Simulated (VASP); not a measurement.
**ZrC: single point with PBE**

Crystal: ZrC.

```
Zr C
1.0
     3.83100    0.00000    0.00000
     0.00000    3.83100    0.00000
     0.00000    0.00000    5.41785
Zr C
2 2
Direct
  0.50000 0.50000 0.25000
  0.50000 0.50000 0.75000
  0.00000 0.50000 0.00000
  0.50000 0.00000 0.50000
```

- Program: VASP 6.6.1
- Task: single point
- Functional: PBE
- Potentials or basis: VASP PAW PBE potentials, release 64 (Zr_sv, C)
- Cutoff: 520 eV
- k mesh: 4 × 4 × 4
- Occupations: gaussian, width 0.1 eV
- Spin: no spin polarisation

The pressure is -8.6 GPa and the band gap on the k mesh is zero (band 16 reaches 5.48 eV, above the bottom of band 17 at 4.78 eV).

Stress tensor (GPa, compression positive):
```
-21.12   0.00   0.00
  0.00 -21.12   0.00
  0.00   0.00  16.39
```

Levels at points of the mesh, in eV from the Fermi level:
```csv
k point,band 12,band 13,band 14,band 15,band 16,band 17,band 18,band 19,band 20,band 21
"(0.00, 0.00, 0.00)",-3.03,-2.55,-1.84,-1.50,0.67,0.67,0.73,2.53,2.82,3.72
"(0.50, 0.00, 0.00)",-2.82,-2.28,-1.99,-0.51,-0.36,0.25,2.09,2.96,3.15,4.38
"(0.50, 0.50, 0.00)",-2.89,-0.83,-0.11,-0.11,-0.02,-0.02,0.48,1.47,1.64,3.92
"(0.00, 0.00, 0.50)",-2.69,-2.39,-2.39,-0.17,-0.17,1.12,1.12,3.07,3.07,3.78
"(0.50, 0.00, 0.50)",-2.28,-2.11,-1.73,-0.52,-0.31,1.38,1.85,2.08,2.58,3.54
"(0.50, 0.50, 0.50)",-1.87,-1.66,-1.66,-0.37,-0.37,0.47,0.47,2.68,2.68,4.02
```

Wall time 24 s on 1 thread of Intel(R) Xeon(R) Platinum 8124M CPU @ 3.00GHz (Skylake/Cascade Lake), with other jobs on the host, peak memory 0.19 GiB.

Caveat: the k points lie up to 0.41 Å⁻¹ apart.
